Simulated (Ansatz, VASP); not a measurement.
**One calculation of LiF, two programs**

Contents of INCAR:

```
  PREC = Accurate
  ENCUT = 520
  EDIFF = 1E-8
  ISMEAR = -1
  SIGMA = 0.02
  LREAL = F
  LASPH = T
  NELM = 150
  ALGO = Normal
  ISIF = 2
  LWAVE = F
  LCHARG = F
  MAGMOM = 0 0 0 0 0 0 0 0 0 0 0 0
  LORBIT = 11
  LSORBIT = T
  GGA_COMPAT = F
  LORBMOM = T
  GGA = PS
  LEFG = T
  NBANDS = 34
```

Contents of KPOINTS:

```
regular mesh
0
Gamma
  7 7 4
```

POSCAR

```
LiF
1.0
    3.0609398175      0.0000000000      0.0000000000
   -1.5304699087      2.6508516414      0.0000000000
    0.0000000000      0.0000000000      4.8073245700
Li F
2 2
Direct
    0.3333333333      0.6666666667      0.3811542600
    0.6666666667      0.3333333333      0.8811542600
    0.3333333333      0.6666666667      0.9938437400
    0.6666666667      0.3333333333      0.4938437400
```

Input for Ansatz:

```yaml
crystal:
  lattice:
    - [3.0609398175, 0.0, 0.0]
    - [-1.5304699087, 2.6508516414, 0.0]
    - [0.0, 0.0, 4.80732457]
  atoms:
    - { symbol: Li, position: [0.3333333333, 0.6666666667, 0.38115426] }
    - { symbol: Li, position: [0.6666666667, 0.3333333333, 0.88115426] }
    - { symbol: F, position: [0.3333333333, 0.6666666667, 0.99384374] }
    - { symbol: F, position: [0.6666666667, 0.3333333333, 0.49384374] }
kpoints:
  mp_grid: { grid: [7, 7, 4] }
scf:
  occupations: { method: fermi_dirac, width: 0.02 }
  mixing: { preconditioner: none }
hamiltonian:
  xc: pbesol
  pseudopotentials: { kind: paw_fr }
output:
  forces: true
  stress: true
  populations: true
  efg: { quadrupole_moments_barn: { Li: -0.0401 }, contact_densities: true }
  write_density: true
  write_potential: true
  elf: true
  volumetric_format: npy
magnetization:
  noncollinear: true
  spin_orbit: true
```

Alike in both runs: task electric field gradients; functional PBEsol; k mesh 7 × 7 × 4; occupations fermi-dirac, width 0.02 eV; non-collinear spin, spin-orbit coupling.

|  | VASP | Ansatz |
| --- | --- | --- |
| version | VASP 6.6.1 | Ansatz 0.2.0 |
| potentials or method | VASP PAW PBE potentials, release 64 (Li_sv, F) | plane-wave PAW, scalar-relativistic |
| plane-wave cutoff (eV) | 520 | 420 |
| valence electrons in the cell | 20 | 20 |

Ansatz gave:

| Property | Result |
| --- | --- |
| size of Vzz on the site where it differs most (V/Å²) | 0.6 |

What did VASP give for the same quantities?

Size of Vzz on the site where it differs most (V/Å²): 0.5.

VASP's potentials were made for PBE, not for PBEsol.

Noted on VASP's run: the cutoff is under 1.25 times that of the potentials, so the pressure is a little rough.
